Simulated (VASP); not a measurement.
# Si2Ge (P-4n2) in VASP: notebook

Si2Ge is run at these levels: PBE; tasks: single point, relaxation of cell and atoms.

Everything below comes from runs of VASP 6.6.1. Logs are shortened: lines on timing, memory, paths and dates and some standing lists are left out, and cuts for length are marked.

### Step 1. The cell of the first run

Symmetry: P-4n2, No. 118, tetragonal system. Conventional cell: a = 6.405 Å, b = 6.405 Å, c = 2.654 Å, α = 90.00°, β = 90.00°, γ = 90.00°. Within 3.1 Å of Si (site symmetry 2) lie 3 Si at 2.38 to 2.65 Å and 2 Ge at 2.59 Å. Ge (site symmetry -4) has 8 Si at 2.59 to 3.20 Å and 2 Ge at 2.65 Å within 3.4 Å.

### Step 2. Single point, PBE

Input file INCAR:

```
ALGO = Normal
EDIFF = 1E-6
ENCUT = 520
GGA = PE
ISIF = 2
ISMEAR = 0
LASPH = T
LCHARG = F
LREAL = F
LWAVE = F
NBANDS = 31
NELM = 80
PREC = Accurate
SIGMA = 0.1
```

Input file KPOINTS:

```
k-points
0
Gamma
  6 6 14
```

Input file POSCAR:

```
Si2Ge
1.0
    6.4050932673      0.0000000000      0.0000000000
    0.0000000000      6.4050932673      0.0000000000
    0.0000000000      0.0000000000      2.6535275577
Si Ge
4 2
Direct
    0.1315734148      0.3684265852      0.2500000000
    0.8684265852      0.6315734148      0.2500000000
    0.3684265852      0.8684265852      0.7500000000
    0.6315734148      0.1315734148      0.7500000000
    0.5000000000      0.5000000000      0.0000000000
    0.0000000000      0.0000000000      0.5000000000
```

Potentials or basis: VASP PAW PBE potentials, release 64 (Si, Ge_d).

On the command line:

```console
> cat potpaw_PBE.64/Si/POTCAR potpaw_PBE.64/Ge_d/POTCAR > POTCAR
> mpirun -np 1 vasp_std > vasp.out
```

OUTCAR:

```text
EDIFF = 1E-6
   ENCUT = 520
   GGA = PE
   ISIF = 2
   ISMEAR = 0
   LASPH = T
   LREAL = F
   NELM = 80
   PREC = Accurate

 ion  position               nearest neighbor table
   1  0.132  0.368  0.250-   2 2.38   5 2.59   6 2.59
   2  0.868  0.632  0.250-   1 2.38   5 2.59   6 2.59
   3  0.368  0.868  0.750-   4 2.38   5 2.59   6 2.59
   4  0.632  0.132  0.750-   3 2.38   5 2.59   6 2.59
   5  0.500  0.500  0.000-   1 2.59   2 2.59   3 2.59   4 2.59
   6  0.000  0.000  0.500-   1 2.59   2 2.59   3 2.59   4 2.59

  LATTYP: Found a simple tetragonal cell.
 ALAT       =     6.4050932673
 C/A-ratio  =     0.4142839842

  Lattice vectors:

 A1 = (   6.4050932673,   0.0000000000,   0.0000000000)
 A2 = (   0.0000000000,   6.4050932673,   0.0000000000)
 A3 = (   0.0000000000,   0.0000000000,   2.6535275577)

Analysis of symmetry for initial positions (statically):
=====================================================================
 Subroutine PRICEL returns:
 Original cell was already a primitive cell.

 Routine SETGRP: Setting up the symmetry group for a
 simple tetragonal supercell.

 Subroutine GETGRP returns: Found  8 space group operations
 (whereof  4 operations were pure point group operations)
 out of a pool of 16 trial point group operations.

The static configuration has the point symmetry S_4 .
 The point group associated with its full space group is D_2d.

Analysis of symmetry for dynamics (positions and initial velocities):
=====================================================================
 Subroutine PRICEL returns:
 Original cell was already a primitive cell.

 Routine SETGRP: Setting up the symmetry group for a
 simple tetragonal supercell.

 Subroutine GETGRP returns: Found  8 space group operations
 (whereof  4 operations were pure point group operations)
 out of a pool of 16 trial point group operations.

The dynamic configuration has the point symmetry S_4 .
 The point group associated with its full space group is D_2d.

 Subroutine INISYM returns: Found  8 space group operations
 (whereof  4 operations are pure point group operations),
 and found     1 'primitive' translations

----------------------------------------------------------------------------------------

                                     Primitive cell

  volume of cell :     108.8616

  direct lattice vectors                    reciprocal lattice vectors
     6.405093267  0.000000000  0.000000000     0.156125752  0.000000000  0.000000000
     0.000000000  6.405093267  0.000000000     0.000000000  0.156125752  0.000000000
     0.000000000  0.000000000  2.653527558     0.000000000  0.000000000  0.376856836

  length of vectors
     6.405093267  6.405093267  2.653527558     0.156125752  0.156125752  0.376856836

  position of ions in fractional coordinates (direct lattice)
     0.131573415  0.368426585  0.250000000
     0.868426585  0.631573415  0.250000000
     0.368426585  0.868426585  0.750000000
     0.631573415  0.131573415  0.750000000
     0.500000000  0.500000000  0.000000000
     0.000000000  0.000000000  0.500000000

  ion indices of the primitive-cell ions
   primitive index   ion index
                 1           1
                 2           2
                 3           3
                 4           4
                 5           5
                 6           6

----------------------------------------------------------------------------------------

 KPOINTS: k-points

Automatic generation of k-mesh.
 Grid dimensions read from file:
 generate k-points for:    6    6   14

 Generating k-lattice:

  Cartesian coordinates                     Fractional coordinates (reciprocal lattice)
     0.026020959  0.000000000  0.000000000     0.166666667  0.000000000  0.000000000
     0.000000000  0.026020959  0.000000000     0.000000000  0.166666667  0.000000000
     0.000000000  0.000000000  0.026918345     0.000000000  0.000000000  0.071428571

  Length of vectors
     0.026020959  0.026020959  0.026918345

  Shift w.r.t. Gamma in fractional coordinates (k-lattice)
     0.000000000  0.000000000  0.000000000

 Subroutine IBZKPT returns following result:
 ===========================================

 Found     80 irreducible k-points:

 Following reciprocal coordinates:
            Coordinates               Weight
  0.000000  0.000000  0.000000      1.000000
  0.166667  0.000000  0.000000      4.000000
  0.333333  0.000000  0.000000      4.000000
  0.500000  0.000000  0.000000      2.000000
  0.166667  0.166667  0.000000      4.000000
  0.333333  0.166667  0.000000      8.000000
[... 16 lines left out ...]
  0.333333  0.000000  0.142857      8.000000
  0.500000  0.000000  0.142857      4.000000
 [... further k-points ...]
   k-points           NKPTS =     80   k-points in BZ     NKDIM =     80   number of bands    NBANDS=     31
   number of dos      NEDOS =    301   number of ions     NIONS =      6
   total plane-waves  NPLWV =  46080
[... 38 lines left out ...]
  Thomas-Fermi vector in A             =   2.345962
   LORBIT       =      0    0 simple, 1 ext, 2 COOP (PROOUT), +10 PAW based schemes
   GGA     = PE    functional components
   LHFCALC =     F    Hartree Fock is set to
   AEXX    =    0.0000 exact exchange contribution
   IVDW    =     0    specifies the selected vdW correction
   LEPSILON=     F    determine dielectric tensor
   LRPA    =     F    only Hartree local field effects (RPA)
 non-spin polarized calculation
 Gauss-broadening in eV      SIGMA  =   0.10
  energy-cutoff  :      520.00
  volume of cell :      108.86
 maximum number of plane-waves:      2960
 NGX is ok and might be reduce to    48
   NGX = 23   NGY = 23   NGZ =  9

 number of electron      43.9999968 magnetization

 Free energy of the ion-electron system (eV)
  ---------------------------------------------------
  ext. energy  EPLUGINS =         0.00000000
  ---------------------------------------------------
  free energy    TOTEN  =       -28.08620272 eV

  energy without entropy =      -28.07408353  energy(sigma->0) =      -28.08014312

 E-fermi :   6.9800     XC(G=0): -10.5354

 val. band max:        6.9684385870   @ k =   0.5000   0.0000   0.1429
 cond. band min:       6.9904772326   @ k =   0.3333   0.1667   0.2143
 fundamental gap:      0.0220386455
 Fermi energy:         6.9800113196

 k-point     1 :       0.0000    0.0000    0.0000
  band No.  band energies     occupation
      1     -17.7360      2.00000
      2     -17.7354      2.00000
      3     -17.5733      2.00000
      4     -17.5697      2.00000
      5     -17.5475      2.00000
      6     -17.5454      2.00000
[... 23 lines left out ...]
     30      14.1024      0.00000
     31      14.2233      0.00000

 k-point     2 :       0.1667    0.0000    0.0000
  band No.  band energies     occupation
      1     -17.7359      2.00000
      2     -17.7355      2.00000
      3     -17.5730      2.00000
      4     -17.5699      2.00000
      5     -17.5474      2.00000
      6     -17.5456      2.00000
[... 23 lines left out ...]
     30      14.1673      0.00000
     31      14.2635      0.00000

 k-point     3 :       0.3333    0.0000    0.0000
  band No.  band energies     occupation
      1     -17.7358      2.00000
      2     -17.7356      2.00000
      3     -17.5724      2.00000
      4     -17.5706      2.00000
      5     -17.5470      2.00000
      6     -17.5460      2.00000
[... 23 lines left out ...]
     30      14.4021      0.00000
     31      14.9438      0.00000

 k-point     4 :       0.5000    0.0000    0.0000
  band No.  band energies     occupation
      1     -17.7357      2.00000
      2     -17.7357      2.00000
      3     -17.5714      2.00000
      4     -17.5714      2.00000
      5     -17.5465      2.00000
      6     -17.5465      2.00000
[... 635 lines left out ...]
     30      12.3194      0.00000
     31      12.7008      0.00000

 k-point    23 :       0.3333    0.0000    0.1429
  band No.  band energies     occupation
      1     -17.6890      2.00000
      2     -17.6887      2.00000
      3     -17.5697      2.00000
      4     -17.5681      2.00000
      5     -17.5493      2.00000
      6     -17.5493      2.00000
[... 23 lines left out ...]
     30      12.6935      0.00000
     31      13.2527      0.00000

 k-point    24 :       0.5000    0.0000    0.1429
  band No.  band energies     occupation
      1     -17.6888      2.00000
      2     -17.6888      2.00000
      3     -17.5689      2.00000
      4     -17.5689      2.00000
      5     -17.5493      2.00000
      6     -17.5493      2.00000
[... 23 lines left out ...]
     30      12.5021      0.00000
     31      14.2783      0.00000

 [... further k-points ...]

------------------------ aborting loop because EDIFF is reached ----------------------------------------

  FORCE on cell =-STRESS in cart. coord.  units (eV):
  Direction    XX          YY          ZZ          XY          YZ          ZX
  --------------------------------------------------------------------------------------
  -------------------------------------------------------------------------------------
  Total       -0.0228203     -0.0228203      0.0102472      0.0000000      0.0000000     -0.0000000
  in kB       -0.3358591     -0.3358591      0.1508135      0.0000000      0.0000000     -0.0000000
  external PRESSURE =      -0.1736349 kB  Pullay stress =       0.0000000 kB

 VOLUME and BASIS-vectors are now :
 -----------------------------------------------------------------------------
  energy-cutoff  :      520.00
  volume of cell :      108.86
      direct lattice vectors                 reciprocal lattice vectors
     6.405093267  0.000000000  0.000000000     0.156125752  0.000000000  0.000000000
     0.000000000  6.405093267  0.000000000     0.000000000  0.156125752  0.000000000
     0.000000000  0.000000000  2.653527558     0.000000000  0.000000000  0.376856836

 POSITION                                       TOTAL-FORCE (eV/Angst)
 -----------------------------------------------------------------------------------
      0.84274      2.35981      0.66338        -0.002742      0.002742      0.000000
      5.56235      4.04529      0.66338         0.002742     -0.002742      0.000000
      2.35981      5.56235      1.99015         0.002742      0.002742     -0.000000
      4.04529      0.84274      1.99015        -0.002742     -0.002742     -0.000000
      3.20255      3.20255      0.00000         0.000000     -0.000000     -0.000000
      0.00000      0.00000      1.32676         0.000000      0.000000     -0.000000
 -----------------------------------------------------------------------------------
    total drift:                                0.000000     -0.000000      0.000000

  FREE ENERGIE OF THE ION-ELECTRON SYSTEM (eV)
  ---------------------------------------------------
  free  energy   TOTEN  =       -28.0862027158 eV

  energy  without entropy=      -28.0740835255  energy(sigma->0) =      -28.08014312
```

Wall time 3.2 min (1 thread of Intel Xeon Platinum 8259CL at 2.50GHz (Skylake/Cascade Lake), shared host); peak memory 0.34 GiB.

What came out:

| Quantity | Value |
| --- | --- |
| Free energy | -28.0862 eV |
| Pressure | 0.0 GPa |
| Largest force | 0.004 eV/Å |
| Band gap on the k mesh | zero (band 22 reaches 9.18 eV, above the bottom of band 23 at 5.90 eV) |

Forces on the atoms (eV/Å):
```
Si  -0.003  0.003  0.000
Si   0.003 -0.003  0.000
Si   0.003  0.003  0.000
Si  -0.003 -0.003  0.000
Ge   0.000  0.000  0.000
Ge   0.000  0.000  0.000
```

### Step 3. Relaxation of cell and atoms, PBE

This run uses another cell than the first one, of 19.69 Å³/atom, 1.085 times its volume.

Input file INCAR:

```
SYSTEM = Si2Ge
PREC = Accurate
ENCUT = 600
EDIFF = 1E-6
ISMEAR = 0
SIGMA = 0.1
LREAL = .False.
LASPH = .True.
NELM = 100
ALGO = Normal
ISIF = 3
LWAVE = .False.
LCHARG = .False.
GGA = PE
IBRION = 2
NSW = 90
EDIFFG = -0.04
```

Input file KPOINTS:

```
Automatic mesh
0
Gamma
  4 4 4
  0 0 0
```

Input file POSCAR:

```
Si2Ge
1.0
    4.9112324400      0.0000000000      0.0000000000
    0.0000000000      4.9112324400      0.0000000000
    0.0000000000      0.0000000000      4.8967278400
Si Ge
4 2
Direct
    0.1548886100      0.3451113900      0.2500000000
    0.8451113900      0.6548886100      0.2500000000
    0.3451113900      0.8451113900      0.7500000000
    0.6548886100      0.1548886100      0.7500000000
    0.5000000000      0.5000000000      0.0000000000
    0.0000000000      0.0000000000      0.5000000000
```

Potentials or basis: VASP PAW PBE potentials, release 64 (Si, Ge_d).

On the command line:

```console
> cat potpaw_PBE.64/Si/POTCAR potpaw_PBE.64/Ge_d/POTCAR > POTCAR
> mpirun -np 1 vasp_std > vasp.out
```

Wall time 14 min (1 thread of Intel Xeon Platinum 8259CL at 2.50GHz (Skylake/Cascade Lake), shared host); peak memory 0.27 GiB.

Results (log left out):

```yaml
Free_energy: -27.8443 eV
Relaxed_volume: 18.41 Å³/atom
Relaxed_cell: a = 6.080 Å, b = 6.080 Å, c = 2.988 Å, α = 90.00°, β = 90.00°, γ = 90.00°
Space_group_after_relaxing_to_0.05_Å: P-4n2 (No. 118)
Energy_gained_by_relaxing: 516.9 meV/atom
Ionic_steps: 23
Pressure_after_relaxing: 0.0 GPa
Largest_force_after_relaxing: 0.007 eV/Å
Band_gap_on_the_k_mesh: zero (band 22 reaches 10.20 eV, above the bottom of band 23 at 5.64 eV)
```

Forces on the atoms (eV/Å):
```
Si   0.005 -0.005  0.000
Si  -0.005  0.005  0.000
Si  -0.005 -0.005  0.000
Si   0.005  0.005  0.000
Ge   0.000  0.000  0.000
Ge   0.000  0.000  0.000
```

Stress tensor (GPa, compression positive):
```
 0.09  0.00  0.00
 0.00  0.09  0.00
 0.00  0.00 -0.20
```

The path:
```csv
step,energy change (eV),largest force (eV/Å),pressure (GPa),volume (Å³)
1,0.0000,0.8900,20.71,118.11
2,-1.0086,1.0641,-5.95,166.89
3,-1.5613,0.7454,0.03,144.51
4,-1.5613,0.7293,0.32,143.95
5,-1.6509,0.3817,-0.09,145.22
6,-1.6992,0.1952,-0.55,147.02
7,-1.7770,0.1728,-0.89,145.82
8,-1.9204,0.1710,-1.68,141.28
9,-2.3865,0.7124,-2.68,127.70
10,19.1539,1.5611,143.38,80.28
11,-2.3915,1.1215,-2.39,126.87
12,-2.7067,1.7664,0.00,113.18
13,-2.7335,1.4047,-2.33,120.33
14,-2.7612,1.4901,-2.19,119.10
15,-2.8062,1.4448,-2.42,118.16
16,-2.8456,1.2900,-2.20,116.47
17,-2.8493,1.2382,-2.08,116.00
18,-2.8968,1.1016,-2.02,115.53
19,-3.0120,0.6829,-1.80,114.12
20,-3.0985,0.1095,-0.50,111.29
21,-3.0993,0.0394,-0.60,111.55
22,-3.1008,0.0219,-0.42,111.12
23,-3.1017,0.0072,-0.01,110.47
```

Final structure:
```
Si Ge
1.0
     6.08028    0.00000    0.00000
     0.00000    6.08028    0.00000
     0.00000    0.00000    2.98817
Si Ge
4 2
Direct
  0.13582 0.36418 0.25000
  0.86418 0.63582 0.25000
  0.36418 0.86418 0.75000
  0.63582 0.13582 0.75000
  0.50000 0.50000 0.00000
  0.00000 0.00000 0.50000
```

Levels at points of the mesh, in eV from the Fermi level:
```csv
k point,band 18,band 19,band 20,band 21,band 22,band 23,band 24,band 25,band 26
"(0.00, 0.00, 0.00)",-4.48,-2.99,1.87,1.91,3.42,3.42,3.45,3.88,5.28
"(0.50, 0.00, 0.00)",-3.60,-0.68,-0.68,0.85,0.85,4.04,4.04,4.14,4.14
"(0.50, 0.50, 0.00)",-3.38,-3.10,-3.10,-0.28,-0.28,3.88,3.88,4.42,4.42
"(0.00, 0.00, 0.50)",-4.31,-3.58,-3.58,-1.56,-1.56,-0.77,-0.77,1.12,1.12
"(0.50, 0.00, 0.50)",-4.00,-3.04,-3.04,-2.03,-2.03,-0.69,-0.69,1.43,1.43
"(0.50, 0.50, 0.50)",-4.84,-0.96,-0.96,-0.41,-0.41,0.09,0.18,0.49,0.58
```

### Step 4. Relaxation of cell and atoms, PBE

This run uses another cell than the first one, of 18.43 Å³/atom, 1.016 times its volume.

Changes to INCAR since step 3:

```diff
@@ -8,3 +8,3 @@
 LASPH = .True.
-NELM = 100
+NELM = 60
 ALGO = Normal
```

Input file KPOINTS:

```
Automatic mesh
0
Gamma
  4 4 6
  0 0 0
```

Input file POSCAR:

```
Si2Ge
1.0
    6.0860223241      0.0000000000      0.0000000000
    0.0000000000      6.0860223241      0.0000000000
    0.0000000000      0.0000000000      2.9847684113
Si Ge
4 2
Direct
    0.1358663832      0.3641336168      0.2500000000
    0.8641336168      0.6358663832      0.2500000000
    0.3641336168      0.8641336168      0.7500000000
    0.6358663832      0.1358663832      0.7500000000
    0.5000000000      0.5000000000      0.0000000000
    0.0000000000      0.0000000000      0.5000000000
```

On the command line:

```console
> cat potpaw_PBE.64/Si/POTCAR potpaw_PBE.64/Ge_d/POTCAR > POTCAR
> mpirun -np 1 vasp_std > vasp.out
```

Wall time 9.6 min (1 thread of Intel Xeon Platinum 8259CL at 2.50GHz (Skylake/Cascade Lake), shared host); peak memory 0.27 GiB.

Results (log left out):

```
Free energy                            : -28.3123 eV
Relaxed volume                         : 18.13 Å³/atom
Relaxed cell                           : a = 6.377 Å, b = 6.377 Å, c = 2.675 Å, α = 90.00°, β = 90.00°, γ = 90.00°
Space group after relaxing (to 0.05 Å) : P-4n2 (No. 118)
Energy gained by relaxing              : 96.0 meV/atom
Ionic steps                            : 14
Pressure after relaxing                : 0.1 GPa
Largest force after relaxing           : 0.012 eV/Å
Band gap on the k mesh                 : zero (band 22 reaches 8.92 eV, above the bottom of band 23 at 5.99 eV)
```

Forces on the atoms (eV/Å):
```
Si   0.009 -0.009  0.000
Si  -0.009  0.009  0.000
Si  -0.009 -0.009  0.000
Si   0.009  0.009  0.000
Ge   0.000  0.000  0.000
Ge   0.000  0.000  0.000
```

The path:
| step | energy change (eV) | largest force (eV/Å) | pressure (GPa) | volume (Å³) |
| --- | --- | --- | --- | --- |
| 1 | 0.0000 | 0.0114 | 0.75 | 110.55 |
| 2 | -0.1354 | 0.2343 | -0.93 | 111.87 |
| 3 | -0.4196 | 0.6414 | -4.22 | 115.14 |
| 4 | -0.4166 | 0.4512 | -3.44 | 114.06 |
| 5 | -0.4336 | 0.5506 | -3.83 | 114.53 |
| 6 | -0.4888 | 0.5589 | -2.95 | 112.99 |
| 7 | -0.4939 | 0.5404 | -2.51 | 112.48 |
| 8 | -0.5380 | 0.4243 | -1.63 | 110.94 |
| 9 | -0.5709 | 0.1902 | 0.00 | 108.56 |
| 10 | -0.5717 | 0.1305 | 0.46 | 108.06 |
| 11 | -0.5717 | 0.1424 | 0.34 | 108.15 |
| 12 | -0.5739 | 0.0968 | 0.29 | 108.35 |
| 13 | -0.5757 | 0.0422 | 0.10 | 108.93 |
| 14 | -0.5759 | 0.0122 | 0.11 | 108.80 |

Final structure:
```
Si Ge
1.0
     6.37730    0.00000    0.00000
     0.00000    6.37730    0.00000
     0.00000    0.00000    2.67531
Si Ge
4 2
Cartesian
  0.8327 2.3559 0.6688
  5.5446 4.0214 0.6688
  2.3559 5.5446 2.0065
  4.0214 0.8327 2.0065
  3.1886 3.1886 0.0000
  0.0000 0.0000 1.3377
```

Levels at points of the mesh, in eV from the Fermi level:
| k point | band 18 | band 19 | band 20 | band 21 | band 22 | band 23 | band 24 | band 25 | band 26 |
| --- | --- | --- | --- | --- | --- | --- | --- | --- | --- |
| (0.00, 0.00, 0.00) | -5.06 | -3.57 | 0.30 | 1.06 | 1.83 | 1.83 | 4.20 | 4.40 | 4.40 |
| (0.50, 0.00, 0.00) | -4.32 | -1.89 | -1.89 | -0.36 | -0.36 | 2.95 | 2.95 | 3.09 | 3.09 |
| (0.50, 0.50, 0.00) | -4.00 | -3.91 | -3.91 | -1.21 | -1.21 | 3.33 | 3.33 | 3.43 | 3.43 |
| (0.00, 0.00, 0.50) | -4.33 | -3.42 | -3.42 | -2.29 | -2.29 | -0.76 | -0.76 | 1.27 | 1.27 |
| (0.50, 0.00, 0.50) | -3.95 | -3.11 | -3.11 | -2.13 | -2.13 | -0.59 | -0.59 | 1.39 | 1.39 |
| (0.50, 0.50, 0.50) | -4.98 | -0.79 | -0.70 | -0.70 | -0.63 | -0.10 | -0.08 | -0.08 | 0.01 |

### Step 5. Overview

| task | cell | k mesh | cutoff (eV) | gap on the mesh (eV) | pressure (GPa) | relaxed volume (Å³/atom) | largest force (eV/Å) |
| --- | --- | --- | --- | --- | --- | --- | --- |
| single point | a = 6.405, b = 6.405, c = 2.654 Å, 6 atoms | 6 × 6 × 14 | 520 | none | 0.0 | - | - |
| relaxation of cell and atoms | relaxed from a = 4.911, b = 4.911, c = 4.897 Å, 6 atoms | 4 × 4 × 4 | 600 | none | 0.0 | 18.41 | 0.01 |
| relaxation of cell and atoms | relaxed from a = 6.086, b = 6.086, c = 2.985 Å, 6 atoms | 4 × 4 × 6 | 600 | none | 0.1 | 18.13 | 0.01 |

Alike in all rows: level PBE; potentials or basis VASP PAW PBE potentials, release 64 (Si, Ge_d); no spin polarisation; smearing gaussian 0.1 eV.

Absolute energies hang on the potentials; compare differences alone.
